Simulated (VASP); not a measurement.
# AlN (P6_3mc) in VASP: notebook

Runs on AlN. Level: r2SCAN. Tasks: single point.

Program: VASP 6.6.1. These are calculated values, not measurements. Logs are shortened: lines on timing, memory, paths and dates and some standing lists are left out, and cuts for length are marked.

## 1. The cell of the first run

Symmetry: P6_3mc, No. 186, hexagonal system. The conventional cell has a = 3.111 Å, b = 3.111 Å, c = 4.978 Å, α = 90.00°, β = 90.00°, γ = 120.00°. Within 2.2 Å of Al (site symmetry 3m) lie 4 N at 1.69 to 1.97 Å. N (site symmetry 3m) has 4 Al at 1.69 to 1.97 Å within 2.2 Å.

## 2. Single point, r2SCAN (mode 7 (591.5 1/cm) frozen in, largest displacement -0.150 Å)

POSCAR

```
AlN
1.0
    3.1110021516      0.0000000000      0.0000000000
   -1.5555010758      2.6942068945      0.0000000000
    0.0000000000      0.0000000000      4.9780000000
Al N
2 2
Direct
    0.3333333333      0.6666666667      0.0156428106
    0.6666666667      0.3333333333      0.5156428106
    0.3333333333      0.6666666667      0.3548674166
    0.6666666667      0.3333333333      0.8548674166
```

INCAR.step1

```
SYSTEM = AlN
PREC = Accurate
ENCUT = 520
ISMEAR = 0
SIGMA = 0.05
LREAL = .FALSE.
LASPH = .TRUE.
NELM = 80
NBANDS = 16
GGA = PE
ALGO = Normal
EDIFF = 1E-4
LWAVE = .TRUE.
LCHARG = .FALSE.
```

INCAR.step2

```
SYSTEM = AlN
PREC = Accurate
ENCUT = 520
EDIFF = 1E-6
ISMEAR = 0
SIGMA = 0.05
LREAL = .FALSE.
LASPH = .TRUE.
NELM = 80
ALGO = Normal
ISIF = 2
LWAVE = .FALSE.
LCHARG = .FALSE.
METAGGA = R2SCAN
LMIXTAU = .TRUE.
NBANDS = 16
ISTART = 1
```

KPOINTS

```
regular mesh
0
G
  12 12 6
  0 0 0
```

Potentials or basis: VASP PAW PBE potentials, release 64 (Al, N).

Launch:

```console
cat potpaw_PBE.64/Al/POTCAR potpaw_PBE.64/N/POTCAR > POTCAR
cp INCAR.step1 INCAR
mpirun -np 1 vasp_std > vasp.out
cp INCAR.step2 INCAR
mpirun -np 1 vasp_std > vasp.out
```

OUTCAR:

```text
SYSTEM = AlN
   PREC = Accurate
   ENCUT = 520
   EDIFF = 1E-6
   ISMEAR = 0
   LREAL = .FALSE.
   LASPH = .TRUE.
   NELM = 80
   ISIF = 2
   METAGGA = R2SCAN
   ISTART = 1

 ion  position               nearest neighbor table
   1  0.333  0.667  0.016-   3 1.69   4 1.97   4 1.97   4 1.97   2 3.07   2 3.07   2 3.07   2 3.07
                             2 3.07   2 3.07
   2  0.667  0.333  0.516-   4 1.69   3 1.97   3 1.97   3 1.97   1 3.07   1 3.07   1 3.07   1 3.07
                             1 3.07   1 3.07
   3  0.333  0.667  0.355-   1 1.69   2 1.97   2 1.97   2 1.97
   4  0.667  0.333  0.855-   2 1.69   1 1.97   1 1.97   1 1.97

  LATTYP: Found a hexagonal cell.
 ALAT       =     3.1110021516
 C/A-ratio  =     1.6001274694

  Lattice vectors:

 A1 = (   3.1110021516,   0.0000000000,   0.0000000000)
 A2 = (  -1.5555010758,   2.6942068945,   0.0000000000)
 A3 = (   0.0000000000,   0.0000000000,   4.9780000000)

Analysis of symmetry for initial positions (statically):
=====================================================================
 Subroutine PRICEL returns:
 Original cell was already a primitive cell.

 Routine SETGRP: Setting up the symmetry group for a
 hexagonal supercell.

 Subroutine GETGRP returns: Found 12 space group operations
 (whereof  6 operations were pure point group operations)
 out of a pool of 24 trial point group operations.

The static configuration has the point symmetry C_3v.
 The point group associated with its full space group is C_6v.

Analysis of symmetry for dynamics (positions and initial velocities):
=====================================================================
 Subroutine PRICEL returns:
 Original cell was already a primitive cell.

 Routine SETGRP: Setting up the symmetry group for a
 hexagonal supercell.

 Subroutine GETGRP returns: Found 12 space group operations
 (whereof  6 operations were pure point group operations)
 out of a pool of 24 trial point group operations.

The dynamic configuration has the point symmetry C_3v.
 The point group associated with its full space group is C_6v.

 Subroutine INISYM returns: Found 12 space group operations
 (whereof  6 operations are pure point group operations),
 and found     1 'primitive' translations

----------------------------------------------------------------------------------------

                                     Primitive cell

  volume of cell :      41.7240

  direct lattice vectors                    reciprocal lattice vectors
     3.111002152  0.000000000  0.000000000     0.321439829  0.185583372  0.000000000
    -1.555501076  2.694206895  0.000000000     0.000000000  0.371166744  0.000000000
     0.000000000  0.000000000  4.978000000     0.000000000  0.000000000  0.200883889

  length of vectors
     3.111002152  3.111002152  4.978000000     0.371166744  0.371166744  0.200883889

  position of ions in fractional coordinates (direct lattice)
     0.333333333  0.666666667  0.015642811
     0.666666667  0.333333333  0.515642811
     0.333333333  0.666666667  0.354867417
     0.666666667  0.333333333  0.854867417

  ion indices of the primitive-cell ions
   primitive index   ion index
                 1           1
                 2           2
                 3           3
                 4           4

----------------------------------------------------------------------------------------

 KPOINTS: regular mesh

Automatic generation of k-mesh.
 Grid dimensions read from file:
 generate k-points for:   12   12    6

 Generating k-lattice:

  Cartesian coordinates                     Fractional coordinates (reciprocal lattice)
     0.026786652  0.015465281  0.000000000     0.083333333  0.000000000  0.000000000
     0.000000000  0.030930562  0.000000000     0.000000000  0.083333333  0.000000000
     0.000000000  0.000000000  0.033480648     0.000000000  0.000000000  0.166666667

  Length of vectors
     0.030930562  0.030930562  0.033480648

  Shift w.r.t. Gamma in fractional coordinates (k-lattice)
     0.000000000  0.000000000  0.000000000

 Subroutine IBZKPT returns following result:
 ===========================================

 Found     76 irreducible k-points:

 Following reciprocal coordinates:
            Coordinates               Weight
  0.000000  0.000000  0.000000      1.000000
  0.083333  0.000000  0.000000      6.000000
  0.166667 -0.000000  0.000000      6.000000
  0.250000 -0.000000  0.000000      6.000000
  0.333333 -0.000000  0.000000      6.000000
  0.416667 -0.000000  0.000000      6.000000
[... 16 lines left out ...]
  0.250000 -0.000000  0.166667     12.000000
  0.333333 -0.000000  0.166667     12.000000
 [... further k-points ...]
   k-points           NKPTS =     76   k-points in BZ     NKDIM =     76   number of bands    NBANDS=     16
   number of dos      NEDOS =    301   number of ions     NIONS =      4
   total plane-waves  NPLWV =  23040
   dimension x,y,z NGX =    24 NGY =   24 NGZ =   40
   dimension x,y,z NGXF=    48 NGYF=   48 NGZF=   80
   ions per type =               2   2
   NGX,Y,Z   is equivalent  to a cutoff of  12.83, 12.83, 13.36 a.u.
   NGXF,Y,Z  is equivalent  to a cutoff of  25.65, 25.65, 26.72 a.u.
 SYSTEM =  AlN
   PREC   = accura    normal or accurate (medium, high low for compatibility)
   ISTART =      1    job   : 0-new  1-cont  2-samecut
   ICHARG =      0    charge: 1-file 2-atom 10-const
   ISPIN  =      1    spin polarized calculation?
   LNONCOLLINEAR =      F non collinear calculations
   LSORBIT =      F    spin-orbit coupling
   LASPH  =      T    aspherical Exc in radial PAW
   ENCUT  =  520.0 eV  38.22 Ry    6.18 a.u.   5.78  5.78  9.26*2*pi/ulx,y,z
   NELM   =     80;   NELMIN=  2; NELMDL=  0     # of ELM steps
   EDIFF  = 0.1E-05   stopping-criterion for ELM
   LREAL  =      F    real-space projection
   EDIFFG = 0.1E-04   stopping-criterion for IOM
   NSW    =      0    number of steps for IOM
   IBRION =     -1    ionic relax: 0-MD 1-quasi-New 2-CG
   NFREE  =      0    steps in history (QN), initial steepest desc. (CG)
   ISIF   =      2    stress and relaxation
   ISYM   =      2    0-nonsym 1-usesym 2-fastsym
   POTIM  = 0.5000    time-step for ionic-motion
   TEBEG  =    0.0;   TEEND  =   0.0 temperature during run
   PSTRESS=    0.0 pullay stress
   NELECT =      16.0000    total number of electrons
   NUPDOWN=      -1.0000    fix difference up-down
   EMIN   =  10.00;   EMAX   =-10.00  energy-range for DOS
   EFERMI =   0.00;   METHOD = LEGACY
   ISMEAR =     0;   SIGMA  =   0.05  broadening in eV -4-tet -1-fermi 0-gaus
   EFERMI_NEDOS =   21; number of points for ismear=-14 and -15
   IALGO  =     38    algorithm
   IMIX   =      4    mixing-type and parameters
     AMIX     =   0.40;   BMIX     =  1.00
     AMIX_MAG =   1.60;   BMIX_MAG =  1.00
  volume/ion in A,a.u.               =      10.43        70.39
  Fermi-wavevector in a.u.,A,eV,Ry     =   1.189377  2.247596 19.247033  1.414617
  Thomas-Fermi vector in A             =   2.325485
   LORBIT       =      0    0 simple, 1 ext, 2 COOP (PROOUT), +10 PAW based schemes
   METAGGA = R2SCAN    functional components
   LHFCALC =     F    Hartree Fock is set to
   AEXX    =    0.0000 exact exchange contribution
   IVDW    =     0    specifies the selected vdW correction
   LEPSILON=     F    determine dielectric tensor
   LRPA    =     F    only Hartree local field effects (RPA)
 non-spin polarized calculation
 Gauss-broadening in eV      SIGMA  =   0.05
  energy-cutoff  :      520.00
  volume of cell :       41.72
 maximum number of plane-waves:      1152
 NGX is ok and might be reduce to    24
   NGX = 11   NGY = 11   NGZ = 19

 number of electron      15.9999997 magnetization

 Free energy of the ion-electron system (eV)
  ---------------------------------------------------
  ext. energy  EPLUGINS =         0.00000000
  ---------------------------------------------------
  free energy    TOTEN  =       -37.58147452 eV

  energy without entropy =      -37.58147452  energy(sigma->0) =      -37.58147452

 E-fermi :   6.1980     XC(G=0): -11.3907

 val. band max:        5.9139934841   @ k =   0.0000   0.0000   0.0000
 cond. band min:      10.6587695441   @ k =   0.0000   0.0000   0.0000
 fundamental gap:      4.7447760600
 Fermi energy:         6.1980060553

 k-point     1 :       0.0000    0.0000    0.0000
  band No.  band energies     occupation
      1     -10.0914      2.00000
      2      -7.9696      2.00000
      3      -0.3538      2.00000
      4       5.1903      2.00000
      5       5.2729      2.00000
      6       5.2729      2.00000
[... 8 lines left out ...]
     15      20.3721      0.00000
     16      20.3721      0.00000

 k-point     2 :       0.0833    0.0000    0.0000
  band No.  band energies     occupation
      1     -10.0036      2.00000
      2      -7.9223      2.00000
      3      -0.2475      2.00000
      4       4.8270      2.00000
      5       5.0989      2.00000
      6       5.1444      2.00000
[... 8 lines left out ...]
     15      20.0507      0.00000
     16      20.3791      0.00000

 k-point     3 :       0.1667   -0.0000    0.0000
  band No.  band energies     occupation
      1      -9.7481      2.00000
      2      -7.7936      2.00000
      3       0.0652      2.00000
      4       3.7619      2.00000
      5       4.4832      2.00000
      6       4.8462      2.00000
[... 8 lines left out ...]
     15      19.3817      0.00000
     16      19.4845      0.00000
[... 362 lines left out ...]
 k-point    23 :       0.2500   -0.0000    0.1667
  band No.  band energies     occupation
      1      -9.2586      2.00000
      2      -7.7721      2.00000
      3       0.7177      2.00000
      4       2.6454      2.00000
      5       3.3157      2.00000
      6       4.5748      2.00000
[... 8 lines left out ...]
     15      19.3203      0.00000
     16      20.3184      0.00000

 k-point    24 :       0.3333   -0.0000    0.1667
  band No.  band energies     occupation
      1      -8.7903      2.00000
      2      -7.5948      2.00000
      3       0.8907      2.00000
      4       1.8756      2.00000
      5       2.5653      2.00000
      6       4.2873      2.00000
[... 8 lines left out ...]
     15      19.4652      0.00000
     16      21.3630      0.00000

 [... further k-points ...]

------------------------ aborting loop because EDIFF is reached ----------------------------------------

  FORCE on cell =-STRESS in cart. coord.  units (eV):
  Direction    XX          YY          ZZ          XY          YZ          ZX
  --------------------------------------------------------------------------------------
  -------------------------------------------------------------------------------------
  Total       -2.2030090     -2.2030090     10.0174396      0.0000000      0.0000000      0.0000000
  in kB      -84.5942237    -84.5942237    384.6636661      0.0000000      0.0000000      0.0000000
  external PRESSURE =      71.8250729 kB  Pullay stress =       0.0000000 kB

 VOLUME and BASIS-vectors are now :
 -----------------------------------------------------------------------------
  energy-cutoff  :      520.00
  volume of cell :       41.72
      direct lattice vectors                 reciprocal lattice vectors
     3.111002152  0.000000000  0.000000000     0.321439829  0.185583372  0.000000000
    -1.555501076  2.694206895  0.000000000     0.000000000  0.371166744  0.000000000
     0.000000000  0.000000000  4.978000000     0.000000000  0.000000000  0.200883889

 POSITION                                       TOTAL-FORCE (eV/Angst)
 -----------------------------------------------------------------------------------
     -0.00000      1.79614      0.07787        -0.000000      0.000000     -4.928538
      1.55550      0.89807      2.56687         0.000000     -0.000000     -4.928538
     -0.00000      1.79614      1.76653        -0.000000     -0.000000      4.928538
      1.55550      0.89807      4.25553         0.000000     -0.000000      4.928538
 -----------------------------------------------------------------------------------
    total drift:                               -0.000000      0.000000      0.004273

  FREE ENERGIE OF THE ION-ELECTRON SYSTEM (eV)
  ---------------------------------------------------
  free  energy   TOTEN  =       -37.5814745173 eV

  energy  without entropy=      -37.5814745173  energy(sigma->0) =      -37.58147452
```

It took 2.6 min on 1 thread of Intel Xeon 6975P-C, shared host; peak memory 0.19 GiB.

What came out:

```yaml
Free_energy: -37.5815 eV
Pressure: 7.2 GPa
Largest_force: 4.929 eV/Å
Band_gap_on_the_k_mesh: 4.74 eV, direct
```

Forces on the atoms (eV/Å):
```
Al   0.000  0.000 -4.929
Al   0.000  0.000 -4.929
N    0.000  0.000  4.929
N    0.000  0.000  4.929
```

Stress tensor (GPa, compression positive):
```
-8.46  0.00  0.00
 0.00 -8.46  0.00
 0.00  0.00 38.47
```

Caveat: the cell differs from its parent crystal (mode 7 (591.5 1/cm) frozen in, largest displacement -0.150 Å); the PAW data sets were made with another functional, which shifts forces and pressure a little.

## 3. Single point, r2SCAN (mode 7 (591.5 1/cm) frozen in, largest displacement +0.100 Å)

POSCAR

```
AlN
1.0
    3.1110021516      0.0000000000      0.0000000000
   -1.5555010758      2.6942068945      0.0000000000
    0.0000000000      0.0000000000      4.9780000000
Al N
2 2
Direct
    0.3333333333      0.6666666667     -0.0104285404
    0.6666666667      0.3333333333      0.4895714596
    0.3333333333      0.6666666667      0.4050883889
    0.6666666667      0.3333333333      0.9050883889
```

INCAR.step1

```
ALGO = Normal ; EDIFF = 1E-4
ENCUT = 520 ; GGA = PE
ISMEAR = 0 ; LASPH = True
LCHARG = False ; LREAL = False
LWAVE = True ; NBANDS = 16
NELM = 100 ; PREC = Accurate
SIGMA = 0.05
```

INCAR.step2

```
ALGO = Normal ; EDIFF = 1E-6
ENCUT = 520 ; ISIF = 2
ISMEAR = 0 ; ISTART = 1
LASPH = True ; LCHARG = True
LELF = True ; LMIXTAU = True
LREAL = False ; LVHAR = True
LWAVE = False ; METAGGA = R2SCAN
NBANDS = 16 ; NELM = 100
PREC = Accurate ; SIGMA = 0.05
```

KPOINTS

```
k-points
0
Gamma
  12 12 6
```

Potentials or basis: VASP PAW PBE potentials, release 64 (Al, N).

Launch:

```console
cat potpaw_PBE.64/Al/POTCAR potpaw_PBE.64/N/POTCAR > POTCAR
cp INCAR.step1 INCAR
mpirun -np 1 vasp_std > vasp.out
cp INCAR.step2 INCAR
mpirun -np 1 vasp_std > vasp.out
```

It used 92 s of CPU time on 1 thread of Intel Xeon 6975P-C, on a shared host.

It converged, with:

```yaml
Free_energy: -38.1895 eV
Pressure: 0.8 GPa
Largest_force: 1.315 eV/Å
Band_gap_on_the_k_mesh: 4.32 eV, direct
```

Forces in eV/Å, atoms in the order of the input:
```
Al   0.000  0.000  1.315
Al   0.000  0.000  1.315
N    0.000  0.000 -1.315
N    0.000  0.000 -1.315
```

Stress tensor (GPa, compression positive):
```
 6.19  0.00  0.00
 0.00  6.19  0.00
 0.00  0.00 -9.93
```

Levels at points of the mesh, in eV from the valence-band top:
```
           k point  band 5  band 6  band 7  band 8  band 9  band 10  band 11  band 12
(0.00, 0.00, 0.00)   -1.68   -1.01   -1.01    0.00    4.32     7.07    11.39    11.42
(0.50, 0.00, 0.00)   -3.70   -2.85   -1.97   -1.45    6.14     6.21     8.29    10.59
(0.00, 0.00, 0.50)   -1.35   -1.35   -1.35   -1.35    6.89     6.89    10.77    10.77
(0.50, 0.00, 0.50)   -2.22   -2.22   -1.68   -1.68    5.58     5.58     9.29     9.29
```

Caveat: the cell differs from its parent crystal (mode 7 (591.5 1/cm) frozen in, largest displacement +0.100 Å); the PAW data sets were made with another functional, which shifts forces and pressure a little. A k mesh can miss the band edges.

(Part 1 of 2 ends here.)
